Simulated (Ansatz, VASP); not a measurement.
## One calculation of Si2B5, two programs

```
Si B
1.0
     3.43214    0.00000    0.00000
    -1.71607    2.97232    0.00000
     0.00000    0.00000    8.45961
Si B
2 5
Direct
  0.00000 0.00000 0.31444
  0.00000 0.00000 0.68556
  0.50000 0.00000 0.50000
  0.00000 0.50000 0.50000
  0.50000 0.50000 0.50000
  0.00000 0.00000 0.90845
  0.00000 0.00000 0.09155
```

Alike in both runs: task relaxation of cell and atoms; functional PBE; k mesh 12 × 12 × 6; occupations gaussian, width 0.1 eV; no spin polarisation.

|  | VASP | Ansatz |
| --- | --- | --- |
| version | VASP 6.6.1 | Ansatz 0.2.0 |
| potentials or method | VASP PAW PBE potentials, release 64 (Si, B), cutoff 600 eV | scalar-relativistic, plane waves, PAW |
| valence electrons in the cell | 23 | 23 |

VASP gave:

- gap on the k mesh at the Fermi level, each at its own relaxed structure (eV): none
- relaxed volume (Å³/atom): 12.30
- relaxed length of the cell vector where the two differ most in proportion (Å): 8.478

Problem. What did Ansatz give for the same quantities?

Solution. gap on the k mesh at the Fermi level, each at its own relaxed structure (eV): none; relaxed volume (Å³/atom): 12.31; relaxed length of the cell vector where the two differ most in proportion (Å): 8.486.

A gap of «none» marks a metal or a gap that the smearing closes.
